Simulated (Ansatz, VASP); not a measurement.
# Two plane-wave programs on C

The input INCAR:

```
  PREC = Accurate
  ENCUT = 520
  EDIFF = 1E-6
  ISMEAR = 0
  SIGMA = 0.05
  LREAL = F
  LASPH = T
  NELM = 100
  ALGO = Normal
  ISIF = 2
  LWAVE = F
  LCHARG = T
  LELF = T
  LVHAR = T
  NBANDS = 26
```

Contents of KPOINTS:

```
Automatic mesh
0
Gamma
  12 12 4
```

Contents of POSCAR:

```
C
1.0
    2.4606208111      0.0000000000      0.0000000000
   -1.2303104055      2.1309601315      0.0000000000
    0.0000000000      0.0000000000      8.4056584863
C
8
Direct
    0.0000000000      0.0000000000      0.0885539126
    0.0000000000      0.0000000000      0.5885539126
    0.0000000000      0.0000000000      0.4114460874
    0.0000000000      0.0000000000      0.9114460874
    0.3333333333      0.6666666667      0.1589518456
    0.6666666667      0.3333333333      0.6589518456
    0.3333333333      0.6666666667      0.3410481544
    0.6666666667      0.3333333333      0.8410481544
```

Input for Ansatz:

```yaml
crystal:
  lattice:
    - [2.4606208111, 0.0, 0.0]
    - [-1.2303104055, 2.1309601315, 0.0]
    - [0.0, 0.0, 8.4056584863]
  atoms:
    - { symbol: C, position: [0.0, 0.0, 0.0885539126] }
    - { symbol: C, position: [0.0, 0.0, 0.5885539126] }
    - { symbol: C, position: [0.0, 0.0, 0.4114460874] }
    - { symbol: C, position: [0.0, 0.0, 0.9114460874] }
    - { symbol: C, position: [0.3333333333, 0.6666666667, 0.1589518456] }
    - { symbol: C, position: [0.6666666667, 0.3333333333, 0.6589518456] }
    - { symbol: C, position: [0.3333333333, 0.6666666667, 0.3410481544] }
    - { symbol: C, position: [0.6666666667, 0.3333333333, 0.8410481544] }
basis:
  ecutwfc: 520.0
kpoints:
  mp_grid: { grid: [12, 12, 4] }
hamiltonian:
  xc: lda
  pseudopotentials: { kind: paw, azcp: { folder: soft_1 } }
scf:
  occupations: { method: gaussian, width: 0.05 }
output:
  forces: true
  stress: true
  eigenvalues: true
  write_density: true
  write_potential: true
  elf: true
  volumetric_format: npy
```

Change from the starting cell: mode 21 frozen in at -0.036 Å, strain +e along z and -e/2 along x and y +0.0233.

Alike in both runs: task single point; functional LDA; k mesh 12 × 12 × 4; occupations gaussian, width 0.05 eV; no spin polarisation.

```csv
,VASP,Ansatz
version,VASP 6.6.1,Ansatz 0.2.0
potentials or method,"VASP PAW LDA potentials, release 64 (C), cutoff 520 eV","scalar-relativistic, plane waves, PAW"
valence electrons in the cell,32,32
```

```csv
,VASP,Ansatz,Ansatz less VASP
gap on the k mesh at the Fermi level (eV),3.58,3.59,+0.014
least direct gap on the mesh (eV),4.63,4.63,-0.001
pressure (GPa),1.6,-0.1,-1.70
"traceless stress, the component that is largest in VASP (GPa)",-27.25,-27.44,-0.188
rms of the force components (eV/Å),1.438,1.438,0.0000
```

Ansatz warns that its potentials were made for another functional, while VASP's fit it. LDA's correlation is that of Perdew and Zunger in VASP and of Perdew and Wang (1992) in Ansatz. Atom by atom the forces differ by 0.003 eV/Å (rms over components).
